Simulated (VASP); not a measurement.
# LiH in VASP: a series of runs

Runs on LiH. Level: PBEsol. Tasks: single point.

Program: VASP 6.6.1. These are calculated values, not measurements. Logs are shortened: lines on timing, memory, paths and dates and some standing lists are left out, and cuts for length are marked.

## (1) The cell of the first run

The cell holds a slab with vacuum, 16 atoms: a = 2.814 Å, b = 2.814 Å, c = 26.930 Å, α = 90.00°, β = 90.00°, γ = 90.00°.

## (2) Single point, PBEsol

INCAR

```
SYSTEM = LiH
PREC     = Accurate       ! precision mode
ENCUT    = 520            ! plane-wave cutoff, eV
EDIFF    = 1E-6           ! SCF threshold, eV
ISMEAR   = -1             ! smearing method
SIGMA    = 0.05           ! smearing width, eV
LREAL    = Auto         
LASPH    = .True.         ! aspherical terms in the spheres
NELM     = 80             ! most SCF steps
ALGO     = Normal         ! electronic algorithm
ISIF     = 2              ! what is computed and relaxed
LWAVE    = .False.        ! write WAVECAR
LCHARG   = .False.        ! write CHGCAR
GGA      = PS             ! functional
NBANDS   = 30             ! bands
```

KPOINTS

```
Automatic mesh
0
Gamma
  1 1 1
  0.5 0.5 0.5
```

POSCAR

```
LiH
1.0
    1.9899850000      1.9899850000      0.0000000000
   -1.9899850000      1.9899850000      0.0000000000
    0.0000000000      0.0000000000     26.9298920000
H Li
8 8
Direct
    0.5056470000      0.4993470000      0.2424570000
    0.4870500000      0.4953400000      0.3909010000
    0.5058110000      0.5023000000      0.5368750000
    0.4963790000      0.4937400000      0.6844890000
    0.9912310000      0.9960020000      0.3156480000
    0.0021630000      0.0058290000      0.4633470000
    0.0084250000      0.0018750000      0.6103400000
    0.9940130000      0.0084170000      0.7591080000
    0.0079810000      0.9981330000      0.2408560000
    0.9926750000      0.9916850000      0.3893830000
    0.9997010000      0.9914290000      0.5373150000
    0.9868290000      0.9995000000      0.6839070000
    0.5034540000      0.5093070000      0.3155920000
    0.4872480000      0.4870360000      0.4626400000
    0.4956220000      0.5007420000      0.6102930000
    0.5018730000      0.5181680000      0.7590720000
```

Potentials or basis: VASP PAW PBE potentials, release 64 (H, Li_sv).

On the command line:

```
$ cat potpaw_PBE.64/H/POTCAR potpaw_PBE.64/Li_sv/POTCAR > POTCAR
$ mpirun -np 1 vasp_std > vasp.out
```

OUTCAR:

```text
SYSTEM = LiH
   PREC = Accurate
   ENCUT = 520
   EDIFF = 1E-6
   ISMEAR = -1
   LREAL = Auto
   LASPH = .True.
   NELM = 80
   ISIF = 2
   GGA = PS

 ion  position               nearest neighbor table
   1  0.506  0.499  0.242-
   2  0.487  0.495  0.391-
   3  0.506  0.502  0.537-
   4  0.496  0.494  0.684-
   5  0.991  0.996  0.316-
   6  0.002  0.006  0.463-
[... 8 lines left out ...]
  15  0.496  0.501  0.610-
  16  0.502  0.518  0.759-

  LATTYP: Found a simple tetragonal cell.
 ALAT       =     2.8142637759
 C/A-ratio  =     9.5690717517

  Lattice vectors:

 A1 = (   1.9899850000,   1.9899850000,   0.0000000000)
 A2 = (  -1.9899850000,   1.9899850000,   0.0000000000)
 A3 = (   0.0000000000,   0.0000000000,  26.9298920000)

Analysis of symmetry for initial positions (statically):
=====================================================================
 Subroutine PRICEL returns:
 Original cell was already a primitive cell.

 Routine SETGRP: Setting up the symmetry group for a
 simple tetragonal supercell.

 Subroutine GETGRP returns: Found  1 space group operations
 (whereof  1 operations were pure point group operations)
 out of a pool of 16 trial point group operations.

The static configuration has the point symmetry C_1 .

Analysis of symmetry for dynamics (positions and initial velocities):
=====================================================================
 Subroutine PRICEL returns:
 Original cell was already a primitive cell.

 Routine SETGRP: Setting up the symmetry group for a
 simple tetragonal supercell.

 Subroutine GETGRP returns: Found  1 space group operations
 (whereof  1 operations were pure point group operations)
 out of a pool of 16 trial point group operations.

The dynamic configuration has the point symmetry C_1 .

 Subroutine INISYM returns: Found  1 space group operations
 (whereof  1 operations are pure point group operations),
 and found     1 'primitive' translations

----------------------------------------------------------------------------------------

                                     Primitive cell

  volume of cell :     213.2869

  direct lattice vectors                    reciprocal lattice vectors
     1.989985000  1.989985000  0.000000000     0.251258175  0.251258175  0.000000000
    -1.989985000  1.989985000  0.000000000    -0.251258175  0.251258175  0.000000000
     0.000000000  0.000000000 26.929892000     0.000000000  0.000000000  0.037133457

  length of vectors
     2.814263776  2.814263776 26.929892000     0.355332719  0.355332719  0.037133457

  position of ions in fractional coordinates (direct lattice)
     0.505647000  0.499347000  0.242457000
     0.487050000  0.495340000  0.390901000
     0.505811000  0.502300000  0.536875000
     0.496379000  0.493740000  0.684489000
     0.991231000  0.996002000  0.315648000
     0.002163000  0.005829000  0.463347000
[... 8 lines left out ...]
     0.495622000  0.500742000  0.610293000
     0.501873000  0.518168000  0.759072000

  ion indices of the primitive-cell ions
   primitive index   ion index
                 1           1
                 2           2
                 3           3
                 4           4
                 5           5
                 6           6
[... 8 lines left out ...]
                15          15
                16          16

----------------------------------------------------------------------------------------

 KPOINTS: Automatic mesh

Automatic generation of k-mesh.
 Grid dimensions read from file:
 generate k-points for:    1    1    1

 Generating k-lattice:

  Cartesian coordinates                     Fractional coordinates (reciprocal lattice)
     0.251258175  0.251258175  0.000000000     1.000000000  0.000000000  0.000000000
    -0.251258175  0.251258175  0.000000000     0.000000000  1.000000000  0.000000000
     0.000000000  0.000000000  0.037133457     0.000000000  0.000000000  1.000000000

  Length of vectors
     0.355332719  0.355332719  0.037133457

  Shift w.r.t. Gamma in fractional coordinates (k-lattice)
     0.500000000  0.500000000  0.500000000

 Subroutine IBZKPT returns following result:
 ===========================================

 Found      1 irreducible k-points:

 Following reciprocal coordinates:
            Coordinates               Weight
  0.500000  0.500000  0.500000      1.000000
   k-points           NKPTS =      1   k-points in BZ     NKDIM =      1   number of bands    NBANDS=     30
   number of dos      NEDOS =    301   number of ions     NIONS =     16
   total plane-waves  NPLWV = 115200
   dimension x,y,z NGX =    24 NGY =   24 NGZ =  200
   dimension x,y,z NGXF=    48 NGYF=   48 NGZF=  400
   ions per type =               8   8
   NGX,Y,Z   is equivalent  to a cutoff of  14.18, 14.18, 12.35 a.u.
   NGXF,Y,Z  is equivalent  to a cutoff of  28.35, 28.35, 24.69 a.u.
 SYSTEM =  LiH
   PREC   = accura    normal or accurate (medium, high low for compatibility)
   ISTART =      0    job   : 0-new  1-cont  2-samecut
   ICHARG =      2    charge: 1-file 2-atom 10-const
   ISPIN  =      1    spin polarized calculation?
   LNONCOLLINEAR =      F non collinear calculations
   LSORBIT =      F    spin-orbit coupling
   LASPH  =      T    aspherical Exc in radial PAW
   ENCUT  =  520.0 eV  38.22 Ry    6.18 a.u.   5.23  5.23 50.07*2*pi/ulx,y,z
   NELM   =     80;   NELMIN=  2; NELMDL= -5     # of ELM steps
   EDIFF  = 0.1E-05   stopping-criterion for ELM
   LREAL  =      T    real-space projection
   EDIFFG = 0.1E-04   stopping-criterion for IOM
   NSW    =      0    number of steps for IOM
   IBRION =     -1    ionic relax: 0-MD 1-quasi-New 2-CG
   NFREE  =      0    steps in history (QN), initial steepest desc. (CG)
   ISIF   =      2    stress and relaxation
   ISYM   =      2    0-nonsym 1-usesym 2-fastsym
   POTIM  = 0.5000    time-step for ionic-motion
   TEBEG  =    0.0;   TEEND  =   0.0 temperature during run
   PSTRESS=    0.0 pullay stress
   NELECT =      32.0000    total number of electrons
   NUPDOWN=      -1.0000    fix difference up-down
   EMIN   =  10.00;   EMAX   =-10.00  energy-range for DOS
   EFERMI =   0.00;   METHOD = LEGACY
   ISMEAR =    -1;   SIGMA  =   0.05  broadening in eV -4-tet -1-fermi 0-gaus
   EFERMI_NEDOS =   21; number of points for ismear=-14 and -15
   IALGO  =     38    algorithm
   IMIX   =      4    mixing-type and parameters
     AMIX     =   0.40;   BMIX     =  1.00
     AMIX_MAG =   1.60;   BMIX_MAG =  1.00
  volume/ion in A,a.u.               =      13.33        89.96
  Fermi-wavevector in a.u.,A,eV,Ry     =   0.869902  1.643875 10.295918  0.756729
  Thomas-Fermi vector in A             =   1.988790
   LORBIT       =      0    0 simple, 1 ext, 2 COOP (PROOUT), +10 PAW based schemes
   GGA     = PS    functional components
   LHFCALC =     F    Hartree Fock is set to
   AEXX    =    0.0000 exact exchange contribution
   IVDW    =     0    specifies the selected vdW correction
   LEPSILON=     F    determine dielectric tensor
   LRPA    =     F    only Hartree local field effects (RPA)
 non-spin polarized calculation
  energy-cutoff  :      520.00
  volume of cell :      213.29
 maximum number of plane-waves:      5816
 NGX is ok and might be reduce to    20
   NGX = 11   NGY = 11   NGZ =101

 number of electron      32.0000000 magnetization

 Free energy of the ion-electron system (eV)
  ---------------------------------------------------
  ext. energy  EPLUGINS =         0.00000000
  ---------------------------------------------------
  free energy    TOTEN  =        -9.06623162 eV

  energy without entropy =       -9.06623162  energy(sigma->0) =       -9.06623162

 E-fermi :   1.8485     XC(G=0):  -5.0657

 val. band max:        0.7866406287   @ k =   0.5000   0.5000   0.5000
 cond. band min:       2.9357279660   @ k =   0.5000   0.5000   0.5000
 fundamental gap:      2.1490873373
 Fermi energy:         1.8484832617

 k-point     1 :       0.5000    0.5000    0.5000
  band No.  band energies     occupation
      1     -46.6052      2.00000
      2     -46.2142      2.00000
      3     -45.3008      2.00000
      4     -45.2708      2.00000
      5     -45.1657      2.00000
      6     -45.1015      2.00000
[... 20 lines left out ...]
     27       6.7174      0.00000
     28       6.7229      0.00000
 [bands above 28 left out]

------------------------ aborting loop because EDIFF is reached ----------------------------------------

  FORCE on cell =-STRESS in cart. coord.  units (eV):
  Direction    XX          YY          ZZ          XY          YZ          ZX
  --------------------------------------------------------------------------------------
  -------------------------------------------------------------------------------------
  Total       59.3420614     59.7541214    -15.8147942     -0.0056725      0.0190025      0.0255536
  in kB      445.7681119    448.8634413   -118.7982151     -0.0426112      0.1427435      0.1919547
  external PRESSURE =     258.6111127 kB  Pullay stress =       0.0000000 kB

 VOLUME and BASIS-vectors are now :
 -----------------------------------------------------------------------------
  energy-cutoff  :      520.00
  volume of cell :      213.29
      direct lattice vectors                 reciprocal lattice vectors
     1.989985000  1.989985000  0.000000000     0.251258175  0.251258175  0.000000000
    -1.989985000  1.989985000  0.000000000    -0.251258175  0.251258175  0.000000000
     0.000000000  0.000000000 26.929892000     0.000000000  0.000000000  0.037133457

 POSITION                                       TOTAL-FORCE (eV/Angst)
 -----------------------------------------------------------------------------------
      0.01254      1.99992      6.52934        -0.090218     -0.071052      0.371405
     -0.01650      1.95494     10.52692        -0.192677     -0.009065     -0.148827
      0.00699      2.00613     14.45799        -0.093759      0.398582      0.046419
      0.00525      1.97032     18.43321         0.318627      0.101190      0.027599
     -0.00949      3.95456      8.50037         0.015700     -0.509209     -0.095126
     -0.00730      0.01590     12.47788        -0.092950      0.699630     -0.060274
[... 8 lines left out ...]
     -0.01019      1.98275     16.43512        -0.254776     -0.317786      0.000029
     -0.03243      2.02987     20.44173        -0.060810      0.406140     -0.719722
 -----------------------------------------------------------------------------------
    total drift:                               -0.000976      0.000459      0.001400

  FREE ENERGIE OF THE ION-ELECTRON SYSTEM (eV)
  ---------------------------------------------------
  free  energy   TOTEN  =        -9.0662316250 eV

  energy  without entropy=       -9.0662316222  energy(sigma->0) =       -9.06623162
```

It took 22 s on 1 thread of Intel Xeon Platinum 8559C (Emerald Rapids), shared host; peak memory 0.31 GiB.

What came out:

| Item | Value |
| --- | --- |
| Free energy | -9.0662 eV |
| Largest force | 0.844 eV/Å |
| Band gap on the k mesh | 2.15 eV |

Forces in eV/Å, atoms in the order of the input:
```
H   -0.090 -0.071  0.371
H   -0.193 -0.009 -0.149
H   -0.094  0.399  0.046
H    0.319  0.101  0.028
H    0.016 -0.509 -0.095
H   -0.093  0.700 -0.060
H    0.247  0.305  0.011
H    0.077 -0.412 -0.503
Li   0.082  0.054  0.838
Li   0.199  0.024  0.127
Li   0.092 -0.403 -0.078
Li  -0.332 -0.082  0.117
Li  -0.012  0.527 -0.034
Li   0.096 -0.711  0.101
Li  -0.255 -0.318  0.000
Li  -0.061  0.406 -0.720
```

Caveat: the k points lie up to 2.23 Å⁻¹ apart; the cutoff is under 1.25 times the usual one of these potentials, so pressure, stress and relaxed cells hold a basis-set (Pulay) error; the PAW data sets were made with another functional, which shifts forces and pressure a little.

## (3) Single point, PBEsol

INCAR

```
PREC = Accurate ; ENCUT = 520
EDIFF = 1E-6 ; ISMEAR = -1
SIGMA = 0.05 ; LREAL = Auto
LASPH = T ; NELM = 60
ALGO = Normal ; ISIF = 2
LWAVE = F ; LCHARG = F
GGA = PS ; NBANDS = 30
```

KPOINTS

```
Automatic mesh
0
Gamma
  4 4 1
```

POSCAR is that of step 2.

Potentials or basis: VASP PAW PBE potentials, release 64 (H, Li_sv).

On the command line:

```
$ cat potpaw_PBE.64/H/POTCAR potpaw_PBE.64/Li_sv/POTCAR > POTCAR
$ mpirun -np 1 vasp_std > vasp.out
```

Wall time 89 s (1 thread of Intel Xeon Platinum 8559C (Emerald Rapids), shared host); peak memory 0.34 GiB.

The run converged. Its results:

| Item | Value |
| --- | --- |
| Free energy | -48.4696 eV |
| Largest force | 0.253 eV/Å |
| Band gap on the k mesh | 1.90 eV, indirect (least direct gap 2.37 eV) |

Forces in eV/Å, atoms in the order of the input:
```
H   -0.004 -0.007 -0.172
H    0.024  0.031 -0.167
H    0.001 -0.044  0.015
H   -0.043  0.026  0.024
H    0.011  0.058 -0.054
H    0.013 -0.085 -0.030
H   -0.029 -0.049  0.023
H    0.008  0.024  0.056
Li  -0.027 -0.004  0.252
Li  -0.024  0.023  0.073
Li  -0.031  0.032 -0.065
Li   0.036  0.054  0.102
Li   0.022 -0.087  0.001
Li   0.000  0.093  0.106
Li   0.029  0.011  0.022
Li   0.014 -0.075 -0.184
```

Levels at points of the mesh, in eV from the valence-band top:
```tsv
k point	band 13	band 14	band 15	band 16	band 17	band 18	band 19	band 20
(0.00, 0.00, 0.00)	-3.99	-3.08	-2.10	-1.02	1.90	2.41	3.38	4.34
(0.50, 0.00, 0.00)	-3.20	-3.14	-3.03	-2.70	4.24	4.39	4.64	4.69
(0.00, 0.50, 0.00)	-3.22	-3.15	-3.03	-2.69	4.24	4.39	4.64	4.69
(0.50, 0.50, 0.00)	-0.51	-0.45	-0.34	0.00	2.37	2.38	2.73	2.74
```

Caveat: the k points lie up to 0.56 Å⁻¹ apart; the cutoff is under 1.25 times the usual one of these potentials, so pressure, stress and relaxed cells hold a basis-set (Pulay) error; the PAW data sets were made with another functional, which shifts forces and pressure a little.

## (4) Single point, PBEsol

INCAR

```
SYSTEM = LiH
ALGO = Normal
EDIFF = 1E-6
ENCUT = 520
GGA = PS
ISIF = 2
ISMEAR = 1
LASPH = .True.
LCHARG = .False.
LREAL = Auto
LWAVE = .False.
NBANDS = 30
NELM = 100
PREC = Accurate
SIGMA = 0.05
```

KPOINTS

```
k-points
0
Gamma
  4 4 1
  0 0 0
```

POSCAR is that of step 3.

On the command line:

```
$ cat potpaw_PBE.64/H/POTCAR potpaw_PBE.64/Li_sv/POTCAR > POTCAR
$ mpirun -np 1 vasp_std > vasp.out
```

Wall time 88 s (1 thread of Intel Xeon Platinum 8559C (Emerald Rapids), shared host); peak memory 0.34 GiB.

The run converged. Its results:

```
Free energy            : -48.4695 eV
Largest force          : 0.253 eV/Å
Band gap on the k mesh : 1.90 eV, indirect (least direct gap 2.37 eV)
```

Forces on the atoms (eV/Å):
```
H   -0.004 -0.007 -0.172
H    0.024  0.031 -0.167
H    0.001 -0.044  0.015
H   -0.043  0.026  0.024
H    0.011  0.058 -0.054
H    0.013 -0.085 -0.030
H   -0.029 -0.049  0.023
H    0.008  0.024  0.056
Li  -0.027 -0.004  0.252
Li  -0.024  0.023  0.073
Li  -0.031  0.032 -0.065
Li   0.036  0.054  0.102
Li   0.022 -0.087  0.001
Li   0.000  0.093  0.106
Li   0.029  0.011  0.022
Li   0.014 -0.075 -0.184
```

Levels at points of the mesh, in eV from the valence-band top:
| k point | band 13 | band 14 | band 15 | band 16 | band 17 | band 18 | band 19 | band 20 |
| --- | --- | --- | --- | --- | --- | --- | --- | --- |
| (0.00, 0.00, 0.00) | -3.99 | -3.08 | -2.10 | -1.02 | 1.90 | 2.41 | 3.38 | 4.34 |
| (0.50, 0.00, 0.00) | -3.20 | -3.14 | -3.03 | -2.70 | 4.24 | 4.39 | 4.64 | 4.69 |
| (0.00, 0.50, 0.00) | -3.22 | -3.15 | -3.03 | -2.69 | 4.24 | 4.39 | 4.64 | 4.69 |
| (0.50, 0.50, 0.00) | -0.51 | -0.45 | -0.34 | 0.00 | 2.37 | 2.38 | 2.73 | 2.74 |

Caveat: the k points lie up to 0.56 Å⁻¹ apart; the cutoff is under 1.25 times the usual one of these potentials, so pressure, stress and relaxed cells hold a basis-set (Pulay) error; the PAW data sets were made with another functional, which shifts forces and pressure a little.

(Continued in part 2 of 2.)
